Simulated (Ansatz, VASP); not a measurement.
# One calculation of MgO, two programs

```xyz
2
Lattice="0.0000 2.1050 2.1050 2.1050 0.0000 2.1050 2.1050 2.1050 0.0000" Properties=species:S:1:pos:R:3 pbc="T T T"
Mg    0.0000    0.0000    0.0000
O     2.1050    2.1050    2.1050
```

Alike in both runs: task single point; functional PBE; k mesh 10 × 10 × 10; occupations gaussian, width 0.02 eV; no spin polarisation.

```csv
,VASP,Ansatz
version,VASP 6.6.1,Ansatz 0.2.0
potentials or method,"VASP PAW PBE potentials, release 64 (Mg, O), cutoff 600 eV","scalar-relativistic, plane waves, PAW"
valence electrons in the cell,8,16
```

|  | VASP | Ansatz | Ansatz less VASP |
| --- | --- | --- | --- |
| gap on the k mesh at the Fermi level (eV) | 4.74 | 4.76 | +0.015 |
| least direct gap on the mesh (eV) | 4.74 | 4.76 | +0.015 |
| pressure (GPa) | 3.9 | 4.9 | +0.99 |

VASP's potentials hold 8 valence electrons a cell and Ansatz's 16, so a difference there can come from the potentials and not from the codes.
